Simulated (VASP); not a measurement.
# Al3As3H2 in VASP: notebook

The runs below take Al3As3H2 through single point, with PBEsol.

Program: VASP 6.6.1. These are calculated values, not measurements. Logs are shortened: lines on timing, memory, paths and dates and some standing lists are left out, and cuts for length are marked.

### Step 1. The cell of the first run

The cell holds a slab with vacuum, 8 atoms: a = 4.013 Å, b = 4.013 Å, c = 26.372 Å, α = 90.00°, β = 90.00°, γ = 120.00°.

### Step 2. Single point, PBEsol

File INCAR:

```
ALGO = Normal
DIPOL = 0.5 0.5 0.516
EDIFF = 1E-6
ENCUT = 400
GGA = PS
GGA_COMPAT = False
IDIPOL = 3
ISIF = 2
ISMEAR = 0
LASPH = True
LCHARG = False
LDIPOL = True
LREAL = False
LWAVE = False
NBANDS = 23
NELM = 120
NELMDL = -8
PREC = Accurate
SIGMA = 0.05
```

File KPOINTS:

```
k-points
0
Gamma
  9 9 1
```

File POSCAR:

```
Al3As3H2
1.0
    4.0125456551      0.0000000000      0.0000000000
   -2.0062728276      3.4749664712      0.0000000000
    0.0000000000      0.0000000000     26.3715170685
As Al H
3 3 2
Direct
    0.0000000000      0.0000000000      0.3223174449
    0.3333333333      0.6666666667      0.4465510944
    0.6696373816      0.3311290036      0.5718988790
    0.3333333333      0.6666666667      0.3533758573
    0.6663805780      0.3336553723      0.4753319888
    0.0034498122     -0.0025187658      0.5983959977
   -0.4966676660     -0.3046410397      0.6784016711
   -0.6910816533     -0.4978362761      0.6784212894
```

Potentials or basis: VASP PAW PBE potentials, release 64 (As, Al, H).

Launch:

```sh
$ cat potpaw_PBE.64/As/POTCAR potpaw_PBE.64/Al/POTCAR potpaw_PBE.64/H/POTCAR > POTCAR
$ mpirun -np 1 vasp_std > vasp.out
```

OUTCAR:

```text
EDIFF = 1E-6
   ENCUT = 400
   GGA = PS
   ISIF = 2
   ISMEAR = 0
   LASPH = True
   LREAL = False
   NELM = 120
   NELMDL = -8
   PREC = Accurate

 ion  position               nearest neighbor table
   1  0.000  0.000  0.322-   4 2.46   4 2.46   4 2.46
   2  0.333  0.667  0.447-   5 2.44   5 2.44   5 2.44   4 2.46
   3  0.670  0.331  0.572-   6 2.42   6 2.42   6 2.42   5 2.55
   4  0.333  0.667  0.353-   2 2.46   1 2.46   1 2.46   1 2.46
   5  0.666  0.334  0.475-   2 2.44   2 2.44   2 2.44   3 2.55
   6  0.003  0.997  0.598-   3 2.42   3 2.42   3 2.42
   7  0.503  0.695  0.678-   8 0.78
   8  0.309  0.502  0.678-   7 0.78

  LATTYP: Found a hexagonal cell.
 ALAT       =     4.0125456551
 C/A-ratio  =     6.5722659218

  Lattice vectors:

 A1 = (   4.0125456551,   0.0000000000,   0.0000000000)
 A2 = (  -2.0062728276,   3.4749664712,   0.0000000000)
 A3 = (   0.0000000000,   0.0000000000,  26.3715170685)

Analysis of symmetry for initial positions (statically):
=====================================================================
 Subroutine PRICEL returns:
 Original cell was already a primitive cell.

 Routine SETGRP: Setting up the symmetry group for a
 hexagonal supercell.

 Subroutine GETGRP returns: Found  1 space group operations
 (whereof  1 operations were pure point group operations)
 out of a pool of 24 trial point group operations.

The static configuration has the point symmetry C_1 .

Analysis of symmetry for dynamics (positions and initial velocities):
=====================================================================
 Subroutine PRICEL returns:
 Original cell was already a primitive cell.

 Routine SETGRP: Setting up the symmetry group for a
 hexagonal supercell.

 Subroutine GETGRP returns: Found  1 space group operations
 (whereof  1 operations were pure point group operations)
 out of a pool of 24 trial point group operations.

The dynamic configuration has the point symmetry C_1 .

 Subroutine INISYM returns: Found  1 space group operations
 (whereof  1 operations are pure point group operations),
 and found     1 'primitive' translations

----------------------------------------------------------------------------------------

                                     Primitive cell

  volume of cell :     367.7102

  direct lattice vectors                    reciprocal lattice vectors
     4.012545655  0.000000000  0.000000000     0.249218348  0.143886280  0.000000000
    -2.006272828  3.474966471  0.000000000     0.000000000  0.287772561  0.000000000
     0.000000000  0.000000000 26.371517069     0.000000000  0.000000000  0.037919699

  length of vectors
     4.012545655  4.012545655 26.371517069     0.287772561  0.287772561  0.037919699

  position of ions in fractional coordinates (direct lattice)
     0.000000000  0.000000000  0.322317445
     0.333333333  0.666666667  0.446551094
     0.669637382  0.331129004  0.571898879
     0.333333333  0.666666667  0.353375857
     0.666380578  0.333655372  0.475331989
     0.003449812  0.997481234  0.598395998
     0.503332334  0.695358960  0.678401671
     0.308918347  0.502163724  0.678421289

  ion indices of the primitive-cell ions
   primitive index   ion index
                 1           1
                 2           2
                 3           3
                 4           4
                 5           5
                 6           6
                 7           7
                 8           8

----------------------------------------------------------------------------------------

 KPOINTS: k-points

Automatic generation of k-mesh.
 Grid dimensions read from file:
 generate k-points for:    9    9    1

 Generating k-lattice:

  Cartesian coordinates                     Fractional coordinates (reciprocal lattice)
     0.027690928  0.015987364  0.000000000     0.111111111 -0.000000000  0.000000000
     0.000000000  0.031974729  0.000000000     0.000000000  0.111111111  0.000000000
     0.000000000  0.000000000  0.037919699     0.000000000  0.000000000  1.000000000

  Length of vectors
     0.031974729  0.031974729  0.037919699

  Shift w.r.t. Gamma in fractional coordinates (k-lattice)
     0.000000000  0.000000000  0.000000000

 Subroutine IBZKPT returns following result:
 ===========================================

 Found     41 irreducible k-points:

 Following reciprocal coordinates:
            Coordinates               Weight
  0.000000  0.000000  0.000000      1.000000
  0.111111  0.000000  0.000000      2.000000
  0.000000  0.111111  0.000000      2.000000
 -0.111111  0.111111  0.000000      2.000000
  0.222222 -0.000000  0.000000      2.000000
  0.000000  0.222222  0.000000      2.000000
[... 16 lines left out ...]
  0.333333  0.111111  0.000000      2.000000
 -0.111111  0.444444  0.000000      2.000000
 [... further k-points ...]
   k-points           NKPTS =     41   k-points in BZ     NKDIM =     41   number of bands    NBANDS=     23
   number of dos      NEDOS =    301   number of ions     NIONS =      8
   total plane-waves  NPLWV = 141120
   dimension x,y,z NGX =    28 NGY =   28 NGZ =  180
   dimension x,y,z NGXF=    56 NGYF=   56 NGZF=  360
   ions per type =               3   3   2
   NGX,Y,Z   is equivalent  to a cutoff of  11.60, 11.60, 11.35 a.u.
   NGXF,Y,Z  is equivalent  to a cutoff of  23.20, 23.20, 22.69 a.u.
 SYSTEM =  unknown system
   PREC   = accura    normal or accurate (medium, high low for compatibility)
   ISTART =      0    job   : 0-new  1-cont  2-samecut
   ICHARG =      2    charge: 1-file 2-atom 10-const
   ISPIN  =      1    spin polarized calculation?
   LNONCOLLINEAR =      F non collinear calculations
   LSORBIT =      F    spin-orbit coupling
   LASPH  =      T    aspherical Exc in radial PAW
   ENCUT  =  400.0 eV  29.40 Ry    5.42 a.u.   6.54  6.54 43.01*2*pi/ulx,y,z
   NELM   =    120;   NELMIN=  2; NELMDL= -8     # of ELM steps
   EDIFF  = 0.1E-05   stopping-criterion for ELM
   LREAL  =      F    real-space projection
   EDIFFG = 0.1E-04   stopping-criterion for IOM
   NSW    =      0    number of steps for IOM
   IBRION =     -1    ionic relax: 0-MD 1-quasi-New 2-CG
   NFREE  =      0    steps in history (QN), initial steepest desc. (CG)
   ISIF   =      2    stress and relaxation
   ISYM   =      2    0-nonsym 1-usesym 2-fastsym
   POTIM  = 0.5000    time-step for ionic-motion
   TEBEG  =    0.0;   TEEND  =   0.0 temperature during run
   PSTRESS=    0.0 pullay stress
   NELECT =      26.0000    total number of electrons
   NUPDOWN=      -1.0000    fix difference up-down
   EMIN   =  10.00;   EMAX   =-10.00  energy-range for DOS
   EFERMI =   0.00;   METHOD = LEGACY
   ISMEAR =     0;   SIGMA  =   0.05  broadening in eV -4-tet -1-fermi 0-gaus
   EFERMI_NEDOS =   21; number of points for ismear=-14 and -15
   IALGO  =     38    algorithm
   IMIX   =      4    mixing-type and parameters
     AMIX     =   0.40;   BMIX     =  1.00
     AMIX_MAG =   1.60;   BMIX_MAG =  1.00
  volume/ion in A,a.u.               =      45.96       310.18
  Fermi-wavevector in a.u.,A,eV,Ry     =   0.676962  1.279272  6.235237  0.458277
  Thomas-Fermi vector in A             =   1.754429
   LORBIT       =      0    0 simple, 1 ext, 2 COOP (PROOUT), +10 PAW based schemes
   GGA     = PS    functional components
   LHFCALC =     F    Hartree Fock is set to
   AEXX    =    0.0000 exact exchange contribution
   IVDW    =     0    specifies the selected vdW correction
   LEPSILON=     F    determine dielectric tensor
   LRPA    =     F    only Hartree local field effects (RPA)
 non-spin polarized calculation
 Gauss-broadening in eV      SIGMA  =   0.05
  energy-cutoff  :      400.00
  volume of cell :      367.71
 maximum number of plane-waves:      6819
 NGX is ok and might be reduce to    28
   NGX = 13   NGY = 13   NGZ = 87

 dipolmoment           0.000000      0.000000      0.009988 electrons x Angstroem

 number of electron      26.0000000 magnetization

 dipolmoment           0.000000      0.000000     -0.182735 electrons x Angstroem

 Free energy of the ion-electron system (eV)
  ---------------------------------------------------
  ext. energy  EPLUGINS =         0.00000000
  ---------------------------------------------------
  free energy    TOTEN  =       -34.32903048 eV

  energy without entropy =      -34.32363459  energy(sigma->0) =      -34.32633254

 E-fermi :  -1.2528     XC(G=0):  -4.1966

 val. band max:       -1.2741442440   @ k =   0.2222   0.3333   0.0000
 cond. band min:      -1.2274673200   @ k =   0.1111   0.0000   0.0000
 fundamental gap:      0.0466769240
 Fermi energy:        -1.2528100262

 k-point     1 :       0.0000    0.0000    0.0000
  band No.  band energies     occupation
      1     -13.8466      2.00000
      2     -12.9539      2.00000
      3     -11.6514      2.00000
      4      -8.7064      2.00000
      5      -6.4578      2.00000
      6      -4.4872      2.00000
[... 15 lines left out ...]
     22       2.8307      0.00000
     23       3.1313      0.00000

 k-point     2 :       0.1111    0.0000    0.0000
  band No.  band energies     occupation
      1     -13.7453      2.00000
      2     -12.8582      2.00000
      3     -11.5565      2.00000
      4      -8.6501      2.00000
      5      -6.4034      2.00000
      6      -4.6084      2.00000
[... 15 lines left out ...]
     22       3.1882      0.00000
     23       3.2529      0.00000

 k-point     3 :       0.0000    0.1111    0.0000
  band No.  band energies     occupation
      1     -13.7454      2.00000
      2     -12.8582      2.00000
      3     -11.5565      2.00000
      4      -8.6502      2.00000
      5      -6.4034      2.00000
      6      -4.6077      2.00000
[... 15 lines left out ...]
     22       3.1880      0.00000
     23       3.2535      0.00000

 k-point     4 :      -0.1111    0.1111    0.0000
  band No.  band energies     occupation
      1     -13.7453      2.00000
      2     -12.8581      2.00000
      3     -11.5565      2.00000
      4      -8.6633      2.00000
      5      -6.4023      2.00000
      6      -4.5871      2.00000
[... 15 lines left out ...]
     22       3.1836      0.00000
     23       3.2672      0.00000

 k-point     5 :       0.2222   -0.0000    0.0000
  band No.  band energies     occupation
      1     -13.4602      2.00000
      2     -12.5923      2.00000
      3     -11.2940      2.00000
      4      -8.5061      2.00000
      5      -6.3435      2.00000
      6      -5.5966      2.00000
[... 434 lines left out ...]
 k-point    22 :       0.3333   -0.1111    0.0000
  band No.  band energies     occupation
      1     -13.2059      2.00000
      2     -12.3610      2.00000
      3     -11.0668      2.00000
      4      -8.4313      2.00000
      5      -6.4846      2.00000
      6      -6.1904      2.00000
[... 15 lines left out ...]
     22       3.7627      0.00000
     23       3.9911      0.00000

 k-point    23 :       0.3333    0.1111    0.0000
  band No.  band energies     occupation
      1     -12.8248      2.00000
      2     -12.0330      2.00000
      3     -10.7457      2.00000
      4      -8.2576      2.00000
      5      -7.2439      2.00000
      6      -6.7817      2.00000
[... 15 lines left out ...]
     22       4.2385      0.00000
     23       4.6236      0.00000

 k-point    24 :      -0.1111    0.4444    0.0000
  band No.  band energies     occupation
      1     -12.8244      2.00000
      2     -12.0325      2.00000
      3     -10.7456      2.00000
      4      -8.3143      2.00000
      5      -7.1961      2.00000
      6      -6.7879      2.00000
[... 15 lines left out ...]
     22       4.1802      0.00000
     23       4.4201      0.00000

 [... further k-points ...]

------------------------ aborting loop because EDIFF is reached ----------------------------------------

 vacuum level on the upper side and lower side of the slab       (xc-potential included)        -1.253         1.132

  FORCE on cell =-STRESS in cart. coord.  units (eV):
  Direction    XX          YY          ZZ          XY          YZ          ZX
  --------------------------------------------------------------------------------------
  -------------------------------------------------------------------------------------
  Total       -0.2960575     -0.4811796      1.2117682     -0.1493174      0.0549414     -0.1032604
  in kB       -1.2899738     -2.0965829      5.2798843     -0.6506019      0.2393894     -0.4499234
  external PRESSURE =       0.6311092 kB  Pullay stress =       0.0000000 kB

 VOLUME and BASIS-vectors are now :
 -----------------------------------------------------------------------------
  energy-cutoff  :      400.00
  volume of cell :      367.71
      direct lattice vectors                 reciprocal lattice vectors
     4.012545655  0.000000000  0.000000000     0.249218348  0.143886280  0.000000000
    -2.006272828  3.474966471  0.000000000     0.000000000  0.287772561  0.000000000
     0.000000000  0.000000000 26.371517069     0.000000000  0.000000000  0.037919699

 POSITION                                       TOTAL-FORCE (eV/Angst)
 -----------------------------------------------------------------------------------
      0.00000      0.00000      8.50000         0.025999     -0.015248     -0.009596
     -0.00000      2.31664     11.77623        -0.030078      0.018659      0.490712
      2.02262      1.15066     15.08184         0.001082      0.001345     -0.005968
     -0.00000      2.31664      9.31906         0.005042     -0.002593     -0.504950
      2.00448      1.15944     12.53523        -0.000387     -0.000859      0.011066
     -1.98738      3.46621     15.78061        -0.000278     -0.001289      0.018865
      0.62456      2.41635     17.89048         0.023342      0.041500     -0.000148
      0.23207      1.74500     17.89100        -0.024722     -0.041517      0.000019
 -----------------------------------------------------------------------------------
    total drift:                               -0.000249      0.000029     -0.000265

  FREE ENERGIE OF THE ION-ELECTRON SYSTEM (eV)
  ---------------------------------------------------
  free  energy   TOTEN  =       -34.3290304844 eV

  energy  without entropy=      -34.3236345894  energy(sigma->0) =      -34.32633254

 vacuum level on the upper side and lower side of the slab         2.331         4.754
```

It took 7.3 min on 1 thread of Intel Xeon Platinum 8488C (Sapphire Rapids), shared host; peak memory 0.51 GiB.

What came out:

* Free energy: -34.3290 eV
* Largest force: 0.505 eV/Å
* Band gap on the k mesh: zero (bands 13 and 14 overlap by 0.22 eV)

Forces on the atoms (eV/Å):
```
As   0.026 -0.015 -0.010
As  -0.030  0.019  0.491
As   0.001  0.001 -0.006
Al   0.005 -0.003 -0.505
Al   0.000 -0.001  0.011
Al   0.000 -0.001  0.019
H    0.023  0.042  0.000
H   -0.025 -0.042  0.000
```

Levels at points of the mesh, in eV from the Fermi level:
| k point | band 9 | band 10 | band 11 | band 12 | band 13 | band 14 | band 15 | band 16 | band 17 | band 18 |
| --- | --- | --- | --- | --- | --- | --- | --- | --- | --- | --- |
| (0.00, 0.00, 0.00) | -0.99 | -0.98 | -0.62 | 0.19 | 0.19 | 0.90 | 1.60 | 2.40 | 3.05 | 3.25 |

Caveat: the PAW data sets were made with another functional, which shifts forces and pressure a little.

### Step 3. Single point, PBEsol

File INCAR:

```
PREC     = Accurate       # precision mode
ENCUT    = 400            # plane-wave cutoff, eV
EDIFF    = 1E-6           # SCF threshold, eV
ISMEAR   = 0              # smearing method
SIGMA    = 0.05           # smearing width, eV
LREAL    = F              # projectors in reciprocal space
LASPH    = T              # aspherical terms in the spheres
NELM     = 120            # most SCF steps
ALGO     = Normal         # electronic algorithm
ISIF     = 2              # what is computed and relaxed
LWAVE    = F              # write WAVECAR
LCHARG   = F              # write CHGCAR
LDIPOL   = T            
IDIPOL   = 3            
DIPOL    = 0.5 0.5 0.516
GGA      = PS             # functional
NBANDS   = 23             # bands
GGA_COMPAT= F            
NELMDL   = -8
```

File KPOINTS:

```
Automatic mesh
0
Gamma
  9 9 1
```

File POSCAR:

```
Al3As3H2
1.0
    4.0125456551      0.0000000000      0.0000000000
   -2.0062728276      3.4749664712      0.0000000000
    0.0000000000      0.0000000000     26.3715170685
As Al H
3 3 2
Direct
    0.0000000000      0.0000000000      0.3223174449
    0.3333333333      0.6666666667      0.4465510944
    0.6728467479      0.3388587719      0.5718875569
    0.3333333333      0.6666666667      0.3533758573
    0.6663528332      0.3326693971      0.4753171028
    0.0068242610      0.0064106050      0.5983906634
    0.3165529897      0.8050046742      0.6784578286
    0.5130806976      0.8106666109      0.6783435527
```

Potentials or basis: VASP PAW PBE potentials, release 64 (As, Al, H).

Launch:

```sh
$ cat potpaw_PBE.64/As/POTCAR potpaw_PBE.64/Al/POTCAR potpaw_PBE.64/H/POTCAR > POTCAR
$ mpirun -np 1 vasp_std > vasp.out
```

It took 6.9 min on 1 thread of Intel Xeon Platinum 8488C (Sapphire Rapids), shared host; peak memory 0.5 GiB.

It converged, with:

```
Free energy            : -34.3289 eV
Largest force          : 0.505 eV/Å
Band gap on the k mesh : zero (bands 13 and 14 overlap by 0.23 eV)
```

Forces on the atoms (eV/Å):
```
As   0.000  0.030 -0.010
As   0.003 -0.037  0.489
As  -0.002  0.003 -0.006
Al   0.001  0.006 -0.505
Al   0.000  0.002  0.013
Al   0.000 -0.003  0.018
H   -0.054 -0.001  0.000
H    0.052 -0.001  0.000
```

Levels at points of the mesh, in eV from the Fermi level:
```tsv
k point	band 10	band 11	band 12	band 13	band 14	band 15	band 16	band 17
(0.00, 0.00, 0.00)	-0.99	-0.62	0.19	0.19	0.90	1.60	2.40	3.05
```

Caveat: the PAW data sets were made with another functional, which shifts forces and pressure a little.

[end of part 1 of 2]
